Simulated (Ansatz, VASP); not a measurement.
## AlNi in VASP and in Ansatz

Contents of INCAR:

```
SYSTEM = AlNi
  PREC = Accurate
  ENCUT = 520
  EDIFF = 1E-6
  ISMEAR = 0
  SIGMA = 0.15
  LREAL = .FALSE.
  LASPH = .TRUE.
  NELM = 60
  ALGO = Fast
  ISIF = 2
  LWAVE = .FALSE.
  LCHARG = .FALSE.
  GGA = PS
  NBANDS = 14
```

The input KPOINTS:

```
regular mesh
0
G
  16 16 16
  0 0 0
```

Contents of POSCAR:

```
AlNi
1.0
    2.0211996418     -2.0211459310      0.0000000000
    2.0211996418      2.0211459310      0.0000000000
    0.0000000000      0.0000000000      2.8688666946
Al Ni
1 1
Direct
   -0.0199414354      0.0000000000     -0.0198684728
    0.5091671398      0.5000000000      0.5091335987
```

Input for Ansatz:

```yaml
crystal:
  lattice:
    - [2.0211996418, -2.021145931, 0.0]
    - [2.0211996418, 2.021145931, 0.0]
    - [0.0, 0.0, 2.8688666946]
  atoms:
    - { symbol: Al, position: [-0.0199414354, 0.0, -0.0198684728] }
    - { symbol: Ni, position: [0.5091671398, 0.5, 0.5091335987] }
basis:
  ecutwfc: 520.0
kpoints:
  mp_grid: { grid: [16, 16, 16] }
hamiltonian:
  xc: pbesol
  pseudopotentials: { kind: paw, azcp: { folder: soft_1 } }
scf:
  occupations: { method: gaussian, width: 0.15 }
output:
  forces: true
  stress: true
  eigenvalues: true
  write_density: true
  write_potential: true
  elf: true
  volumetric_format: npy
```

Change from the starting cell: mode 4 frozen in at -0.057 Å and mode 6 at -0.057 Å (largest displacements).

Alike in both runs: task single point; functional PBEsol; k mesh 16 × 16 × 16; occupations gaussian, width 0.15 eV; no spin polarisation.

|  | VASP | Ansatz |
| --- | --- | --- |
| version | VASP 6.6.1 | Ansatz 0.2.0 |
| potentials or method | VASP PAW PBE potentials, release 64 (Al, Ni), cutoff 520 eV | scalar-relativistic, plane waves, PAW |
| valence electrons in the cell | 13 | 21 |

Ansatz gave:

* gap on the k mesh at the Fermi level (eV): none
* pressure (GPa): 1.0
* traceless stress, the component that is largest in VASP (GPa): -0.75
* rms of the force components (eV/Å): 0.432

Task: Which values does VASP return?

Result: gap on the k mesh at the Fermi level (eV): none; pressure (GPa): 1.3; traceless stress, the component that is largest in VASP (GPa): -0.75; rms of the force components (eV/Å): 0.435.

VASP's potentials were made for PBE, not for PBEsol, and Ansatz warns of the same on its side. Atom by atom the forces differ by 0.004 eV/Å (rms over components). A gap of «none» marks a metal or a gap that the smearing closes. VASP's potentials hold 13 valence electrons a cell and Ansatz's 21, so a difference there can come from the potentials and not from the codes. Ansatz's warnings: near symmetry operations not taken.
